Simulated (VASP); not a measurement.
Here is a VASP 6.6.1 calculation.

INCAR

```
PREC = Accurate
ENCUT = 600
EDIFF = 1E-6
ISMEAR = 0
SIGMA = 0.02
LREAL = False
LASPH = True
NELM = 120
ALGO = Normal
ISIF = 2
LWAVE = False
LCHARG = False
NBANDS = 11
GGA_COMPAT = False
```

KPOINTS

```
Automatic mesh
0
Gamma
  10 10 10
```

Contents of POSCAR:

```
AlN
1.0
    0.0000000000      2.1711439908      2.1711439908
    2.1711439908      0.0000000000      2.1711439908
    2.1711439908      2.1711439908      0.0000000000
Al N
1 1
Direct
    0.0000000000      0.0000000000      0.0000000000
    0.2500000000      0.2500000000      0.2500000000
```

Potentials or basis: VASP PAW LDA potentials, release 64 (Al, N).

The run is started by

```console
$ cat potpaw_LDA.64/Al/POTCAR potpaw_LDA.64/N/POTCAR > POTCAR
$ mpirun -np 1 vasp_std > vasp.out
```

Q: Predict the band gap on the k mesh.

A: 3.23 eV, indirect (least direct gap 4.39 eV).

Q: Predict the pressure.

A: 0.5 GPa.

A k mesh can miss the band edges. As with any semilocal functional, this LDA gap is likely too small.
